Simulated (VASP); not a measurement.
Crystal: NaH.

```
Na H
1.0
     2.98693    0.00000    0.00000
     0.00000    2.98693    0.00000
     0.00000    0.00000    2.94800
Na H
1 1
Direct
  0.00000 0.00000 0.00000
  0.50000 0.50000 0.50000
```

This cell differs from its parent crystal: epitaxial xy strain +1.9%.

Program: VASP 6.6.1. Alike in all runs: task single point; potentials or basis VASP PAW PBE potentials, release 64 (Na_pv, H); no spin polarisation; cell as given; cutoff (eV) 520.

**Question.** Order these runs on this cell by their band gap on the k mesh, lowest first.
A. level r2SCAN; k mesh 8 × 8 × 8; smearing gaussian 0.01 eV
B. level PBE; k mesh 8 × 8 × 8; smearing fermi-dirac 0.02 eV
C. level HSE06; k mesh 6 × 6 × 6; smearing gaussian 0.01 eV; grid for exact exchange (PRECFOCK) Normal; screening parameter 0.2079 1/Å

**Answer.** B (0.99 eV), A (1.56 eV), C (1.82 eV).

A k mesh can miss the band edges.
